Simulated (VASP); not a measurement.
# BaTiO3 (P4mm) in VASP: further runs

Runs on BaTiO3. Level: PBE. Tasks: electric field gradients.

All numbers are computed with VASP 6.6.1; they aren't measurements. Logs are shortened: lines on timing, memory, paths and dates and some standing lists are left out, and cuts for length are marked.

## (1) The cell of the first run

Symmetry: P4mm, No. 99, tetragonal system. Conventional cell: a = 4.000 Å, b = 4.000 Å, c = 4.098 Å, α = 90.00°, β = 90.00°, γ = 90.00°. Within 3.7 Å of Ba (site symmetry 4mm) lie 12 O at 2.82 to 2.91 Å and 8 Ti at 3.45 to 3.54 Å. Within 2.5 Å of Ti (site symmetry 4mm) lie 6 O at 1.91 to 2.19 Å. O (site symmetry 4mm) has 2 Ti at 1.91 to 2.19 Å within 2.5 Å. O (site symmetry 2mm) has 2 Ti at 2.00 Å within 2.7 Å.

## (2) Electric field gradients, PBE (zz strain of +2 %)

Contents of INCAR:

```
ALGO = Normal ; EDIFF = 1E-8
ENCUT = 910 ; GGA = PE
GGA_COMPAT = False ; ISIF = 2
ISMEAR = -1 ; LASPH = True
LCHARG = False ; LEFG = True
LREAL = False ; LWAVE = False
NBANDS = 28 ; NELM = 120
PREC = Accurate ; SIGMA = 0.08
```

Contents of KPOINTS:

```
k-points
0
Gamma
  7 7 7
```

Contents of POSCAR:

```
BaTiO3
1.0
    3.9998000000      0.0000000000      0.0000000000
    0.0000000000      3.9998000000      0.0000000000
    0.0000000000      0.0000000000      4.0983600000
Ba Ti O
1 1 3
Direct
    0.0000000000      0.0000000000      0.0000000000
    0.5000000000      0.5000000000      0.4820000000
    0.5000000000      0.5000000000      0.0160000000
    0.5000000000      0.0000000000      0.5150000000
    0.0000000000      0.5000000000      0.5150000000
```

Potentials or basis: VASP PAW PBE potentials, release 64 (Ba_sv, Ti_sv, O_h).

Run with:

```console
$ cat potpaw_PBE.64/Ba_sv/POTCAR potpaw_PBE.64/Ti_sv/POTCAR potpaw_PBE.64/O_h/POTCAR > POTCAR
$ mpirun -np 1 vasp_std > vasp.out
```

OUTCAR:

```text
EDIFF = 1E-8
   ENCUT = 910
   GGA = PE
   ISIF = 2
   ISMEAR = -1
   LASPH = True
   LREAL = False
   NELM = 120
   PREC = Accurate

 ion  position               nearest neighbor table
   1  0.000  0.000  0.000-   4 2.82   5 2.82   5 2.82   4 2.82   3 2.83   3 2.83   3 2.83   3 2.83
                             4 2.91   5 2.91   5 2.91   4 2.91   2 3.45   2 3.45   2 3.45   2 3.45
   2  0.500  0.500  0.482-   3 1.91   4 2.00   5 2.00   4 2.00   5 2.00   3 2.19   1 3.45   1 3.45
                             1 3.45   1 3.45   1 3.54   1 3.54   1 3.54   1 3.54
   3  0.500  0.500  0.016-   2 1.91   2 2.19   1 2.83   1 2.83   1 2.83   1 2.83
   4  0.500  0.000  0.515-   2 2.00   2 2.00   1 2.82   1 2.82   1 2.91   1 2.91
   5  0.000  0.500  0.515-   2 2.00   2 2.00   1 2.82   1 2.82   1 2.91   1 2.91

  LATTYP: Found a simple tetragonal cell.
 ALAT       =     3.9998000000
 C/A-ratio  =     1.0246412321

  Lattice vectors:

 A1 = (   3.9998000000,   0.0000000000,   0.0000000000)
 A2 = (   0.0000000000,   3.9998000000,   0.0000000000)
 A3 = (   0.0000000000,   0.0000000000,   4.0983600000)

Analysis of symmetry for initial positions (statically):
=====================================================================
 Subroutine PRICEL returns:
 Original cell was already a primitive cell.

 Routine SETGRP: Setting up the symmetry group for a
 simple tetragonal supercell.

 Subroutine GETGRP returns: Found  8 space group operations
 (whereof  8 operations were pure point group operations)
 out of a pool of 16 trial point group operations.

The static configuration has the point symmetry C_4v.

Analysis of symmetry for dynamics (positions and initial velocities):
=====================================================================
 Subroutine PRICEL returns:
 Original cell was already a primitive cell.

 Routine SETGRP: Setting up the symmetry group for a
 simple tetragonal supercell.

 Subroutine GETGRP returns: Found  8 space group operations
 (whereof  8 operations were pure point group operations)
 out of a pool of 16 trial point group operations.

The dynamic configuration has the point symmetry C_4v.

 Subroutine INISYM returns: Found  8 space group operations
 (whereof  8 operations are pure point group operations),
 and found     1 'primitive' translations

----------------------------------------------------------------------------------------

                                     Primitive cell

  volume of cell :      65.5672

  direct lattice vectors                    reciprocal lattice vectors
     3.999800000  0.000000000  0.000000000     0.250012501  0.000000000  0.000000000
     0.000000000  3.999800000  0.000000000     0.000000000  0.250012501  0.000000000
     0.000000000  0.000000000  4.098360000     0.000000000  0.000000000  0.244000039

  length of vectors
     3.999800000  3.999800000  4.098360000     0.250012501  0.250012501  0.244000039

  position of ions in fractional coordinates (direct lattice)
     0.000000000  0.000000000  0.000000000
     0.500000000  0.500000000  0.482000000
     0.500000000  0.500000000  0.016000000
     0.500000000  0.000000000  0.515000000
     0.000000000  0.500000000  0.515000000

  ion indices of the primitive-cell ions
   primitive index   ion index
                 1           1
                 2           2
                 3           3
                 4           4
                 5           5

----------------------------------------------------------------------------------------

 KPOINTS: k-points

Automatic generation of k-mesh.
 Grid dimensions read from file:
 generate k-points for:    7    7    7

 Generating k-lattice:

  Cartesian coordinates                     Fractional coordinates (reciprocal lattice)
     0.035716072  0.000000000  0.000000000     0.142857143  0.000000000  0.000000000
     0.000000000  0.035716072  0.000000000     0.000000000  0.142857143  0.000000000
     0.000000000  0.000000000  0.034857148     0.000000000  0.000000000  0.142857143

  Length of vectors
     0.035716072  0.035716072  0.034857148

  Shift w.r.t. Gamma in fractional coordinates (k-lattice)
     0.000000000  0.000000000  0.000000000

 Subroutine IBZKPT returns following result:
 ===========================================

 Found     40 irreducible k-points:

 Following reciprocal coordinates:
            Coordinates               Weight
  0.000000  0.000000  0.000000      1.000000
  0.142857  0.000000  0.000000      4.000000
  0.285714  0.000000  0.000000      4.000000
  0.428571  0.000000  0.000000      4.000000
  0.142857  0.142857  0.000000      4.000000
  0.285714  0.142857  0.000000      8.000000
[... 16 lines left out ...]
  0.285714  0.000000  0.285714      8.000000
  0.428571  0.000000  0.285714      8.000000
 [... further k-points ...]
   k-points           NKPTS =     40   k-points in BZ     NKDIM =     40   number of bands    NBANDS=     28
   number of dos      NEDOS =    301   number of ions     NIONS =      5
   total plane-waves  NPLWV =  64000
   dimension x,y,z NGX =    40 NGY =   40 NGZ =   40
   dimension x,y,z NGXF=    80 NGYF=   80 NGZF=   80
   ions per type =               1   1   3
   NGX,Y,Z   is equivalent  to a cutoff of  16.63, 16.63, 16.23 a.u.
   NGXF,Y,Z  is equivalent  to a cutoff of  33.25, 33.25, 32.45 a.u.
 SYSTEM =  unknown system
   PREC   = accura    normal or accurate (medium, high low for compatibility)
   ISTART =      0    job   : 0-new  1-cont  2-samecut
   ICHARG =      2    charge: 1-file 2-atom 10-const
   ISPIN  =      1    spin polarized calculation?
   LNONCOLLINEAR =      F non collinear calculations
   LSORBIT =      F    spin-orbit coupling
   LASPH  =      T    aspherical Exc in radial PAW
   ENCUT  =  910.0 eV  66.88 Ry    8.18 a.u.   9.84  9.84 10.08*2*pi/ulx,y,z
   NELM   =    120;   NELMIN=  2; NELMDL= -5     # of ELM steps
   EDIFF  = 0.1E-07   stopping-criterion for ELM
   LREAL  =      F    real-space projection
   EDIFFG = 0.1E-06   stopping-criterion for IOM
   NSW    =      0    number of steps for IOM
   IBRION =     -1    ionic relax: 0-MD 1-quasi-New 2-CG
   NFREE  =      0    steps in history (QN), initial steepest desc. (CG)
   ISIF   =      2    stress and relaxation
   ISYM   =      2    0-nonsym 1-usesym 2-fastsym
   POTIM  = 0.5000    time-step for ionic-motion
   TEBEG  =    0.0;   TEEND  =   0.0 temperature during run
   PSTRESS=    0.0 pullay stress
   NELECT =      40.0000    total number of electrons
   NUPDOWN=      -1.0000    fix difference up-down
   EMIN   =  10.00;   EMAX   =-10.00  energy-range for DOS
   EFERMI =   0.00;   METHOD = LEGACY
   ISMEAR =    -1;   SIGMA  =   0.08  broadening in eV -4-tet -1-fermi 0-gaus
   EFERMI_NEDOS =   21; number of points for ismear=-14 and -15
   IALGO  =     38    algorithm
   IMIX   =      4    mixing-type and parameters
     AMIX     =   0.40;   BMIX     =  1.00
     AMIX_MAG =   1.60;   BMIX_MAG =  1.00
  volume/ion in A,a.u.               =      13.11        88.49
  Fermi-wavevector in a.u.,A,eV,Ry     =   1.388458  2.623804 26.229507  1.927814
  Thomas-Fermi vector in A             =   2.512582
   LORBIT       =      0    0 simple, 1 ext, 2 COOP (PROOUT), +10 PAW based schemes
   GGA     = PE    functional components
   LHFCALC =     F    Hartree Fock is set to
   AEXX    =    0.0000 exact exchange contribution
   IVDW    =     0    specifies the selected vdW correction
   LEPSILON=     F    determine dielectric tensor
   LRPA    =     F    only Hartree local field effects (RPA)
 non-spin polarized calculation
  energy-cutoff  :      910.00
  volume of cell :       65.57
 maximum number of plane-waves:      4105
 NGX is ok and might be reduce to    40
   NGX = 19   NGY = 19   NGZ = 21

 number of electron      40.0000004 magnetization

 Free energy of the ion-electron system (eV)
  ---------------------------------------------------
  ext. energy  EPLUGINS =         0.00000000
  ---------------------------------------------------
  free energy    TOTEN  =       -40.02733306 eV

  energy without entropy =      -40.02733157  energy(sigma->0) =      -40.02733232

 E-fermi :   4.9864     XC(G=0): -11.1405

 val. band max:        3.9856155508   @ k =   0.4286   0.4286   0.4286
 cond. band min:       5.8226915403   @ k =   0.0000   0.0000   0.0000
 fundamental gap:      1.8370759895
 Fermi energy:         4.9864074178

 k-point     1 :       0.0000    0.0000    0.0000
  band No.  band energies     occupation
      1     -52.6097      2.00000
      2     -28.8427      2.00000
      3     -28.8130      2.00000
      4     -28.8130      2.00000
      5     -20.8667      2.00000
      6     -12.8289      2.00000
[... 20 lines left out ...]
     27       9.1655      0.00000
     28      11.1298      0.00000

 k-point     2 :       0.1429    0.0000    0.0000
  band No.  band energies     occupation
      1     -52.6096      2.00000
      2     -28.8424      2.00000
      3     -28.8227      2.00000
      4     -28.8126      2.00000
      5     -20.8460      2.00000
      6     -12.8321      2.00000
[... 20 lines left out ...]
     27       9.5469      0.00000
     28      11.6162      0.00000

 k-point     3 :       0.2857    0.0000    0.0000
  band No.  band energies     occupation
      1     -52.6091      2.00000
      2     -28.8446      2.00000
      3     -28.8413      2.00000
      4     -28.8118      2.00000
      5     -20.7988      2.00000
      6     -12.9019      2.00000
[... 616 lines left out ...]
      3     -28.8431      2.00000
      4     -28.8110      2.00000
      5     -20.7547      2.00000
      6     -12.7542      2.00000
[... 20 lines left out ...]
     27      11.7518      0.00000
     28      12.3969      0.00000

 k-point    24 :       0.4286    0.0000    0.2857
  band No.  band energies     occupation
      1     -52.6084      2.00000
      2     -28.8638      2.00000
      3     -28.8601      2.00000
      4     -28.8103      2.00000
      5     -20.7235      2.00000
      6     -12.7221      2.00000
[... 20 lines left out ...]
     27      12.2677      0.00000
     28      12.8046      0.00000

 [... further k-points ...]

------------------------ aborting loop because EDIFF is reached ----------------------------------------

  FORCE on cell =-STRESS in cart. coord.  units (eV):
  Direction    XX          YY          ZZ          XY          YZ          ZX
  --------------------------------------------------------------------------------------
  -------------------------------------------------------------------------------------
  Total        0.6062321      0.6062321     -0.2972194      0.0000000      0.0000000      0.0000000
  in kB       14.8136766     14.8136766     -7.2627489      0.0000000      0.0000000      0.0000000
  external PRESSURE =       7.4548681 kB  Pullay stress =       0.0000000 kB

 VOLUME and BASIS-vectors are now :
 -----------------------------------------------------------------------------
  energy-cutoff  :      910.00
  volume of cell :       65.57
      direct lattice vectors                 reciprocal lattice vectors
     3.999800000  0.000000000  0.000000000     0.250012501  0.000000000  0.000000000
     0.000000000  3.999800000  0.000000000     0.000000000  0.250012501  0.000000000
     0.000000000  0.000000000  4.098360000     0.000000000  0.000000000  0.244000039

 POSITION                                       TOTAL-FORCE (eV/Angst)
 -----------------------------------------------------------------------------------
      0.00000      0.00000      0.00000         0.000000     -0.000000     -0.097142
      1.99990      1.99990      1.97541         0.000000      0.000000     -0.214892
      1.99990      1.99990      0.06557         0.000000     -0.000000      0.637239
      1.99990      0.00000      2.11066         0.000000     -0.000000     -0.162603
      0.00000      1.99990      2.11066         0.000000     -0.000000     -0.162603
 -----------------------------------------------------------------------------------
    total drift:                                0.000000      0.000000      0.002646

  FREE ENERGIE OF THE ION-ELECTRON SYSTEM (eV)
  ---------------------------------------------------
  free  energy   TOTEN  =       -40.0273330648 eV

  energy  without entropy=      -40.0273315746  energy(sigma->0) =      -40.02733232

 Electric field gradients (V/A^2)
---------------------------------------------------------------------
 ion       V_xx      V_yy      V_zz      V_xy      V_xz      V_yz
---------------------------------------------------------------------
   1       0.142     0.142    -0.284     0.000    -0.000     0.000
   2      -6.902    -6.902    13.805     0.000    -0.000    -0.000
   3     -11.859   -11.859    23.717     0.000     0.000     0.000
   4     -15.877    26.263   -10.386     0.000     0.000    -0.000
   5      26.263   -15.877   -10.386    -0.000     0.000     0.000
---------------------------------------------------------------------

 Electric field gradients after diagonalization (V/A^2)
 (convention: |V_zz| > |V_xx| > |V_yy|)
----------------------------------------------------------------------
 ion       V_xx      V_yy      V_zz     asymmetry (V_yy - V_xx)/ V_zz
----------------------------------------------------------------------
   1       0.142     0.142    -0.284       0.000
   2      -6.902    -6.902    13.805       0.000
   3     -11.859   -11.859    23.717       0.000
   4     -15.877   -10.386    26.263       0.209
   5     -15.877   -10.386    26.263       0.209
----------------------------------------------------------------------

           NMR quadrupolar parameters

 Cq : quadrupolar parameter    Cq=e*Q*V_zz/h
 eta: asymmetry parameters     (V_yy - V_xx)/ V_zz
 Q  : nuclear electric quadrupole moment in mb (millibarn)
----------------------------------------------------------------------
 ion       Cq(MHz)       eta       Q (mb)
----------------------------------------------------------------------
   1      -0.001       0.000       1.000
   2       0.033       0.000       1.000
   3       0.057       0.000       1.000
   4       0.064       0.209       1.000
   5       0.064       0.209       1.000
----------------------------------------------------------------------
```

It took 2.8 min on 1 thread of Intel Xeon Platinum 8259CL at 2.50GHz (Skylake/Cascade Lake), shared host; peak memory 0.35 GiB.

Results:

| Quantity | Value |
| --- | --- |
| Free energy | -40.0273 eV |
| Pressure | 0.7 GPa |
| Largest force | 0.637 eV/Å |
| Band gap on the k mesh | 1.84 eV (least direct gap 2.10 eV) |
| Largest electric field gradient by atom | Ba -0.3; Ti +13.8; O +23.7, +26.3 (each value once) V/Å² |

Forces on the atoms (eV/Å):
```
Ba   0.000  0.000 -0.097
Ti   0.000  0.000 -0.215
O    0.000  0.000  0.637
O    0.000  0.000 -0.163
O    0.000  0.000 -0.163
```

Stress tensor (GPa, compression positive):
```
 1.48  0.00  0.00
 0.00  1.48  0.00
 0.00  0.00 -0.73
```

Electric field gradients, principal values (V/Å²):
```tsv
atom	least	middle	greatest (by size)
1 Ba	0.142	0.142	-0.284
2 Ti	-6.902	-6.902	13.805
3 O	-11.859	-11.859	23.717
4 O	-10.386	-15.877	26.263
5 O	-10.386	-15.877	26.263
```

Caveat: the cell differs from its parent crystal (zz strain of +2 %); the cutoff is under 1.25 times the usual one of these potentials, so pressure, stress and relaxed cells hold a basis-set (Pulay) error; without QUAD_EFG the Cq values of the log hold for a quadrupole moment of 1 mb, not for the nuclei; spin-orbit coupling is left out, which moves the levels of the heavy elements; an odd mesh through Γ misses points on the zone boundary, where band edges can lie.

(Continued in part 2 of 2.)
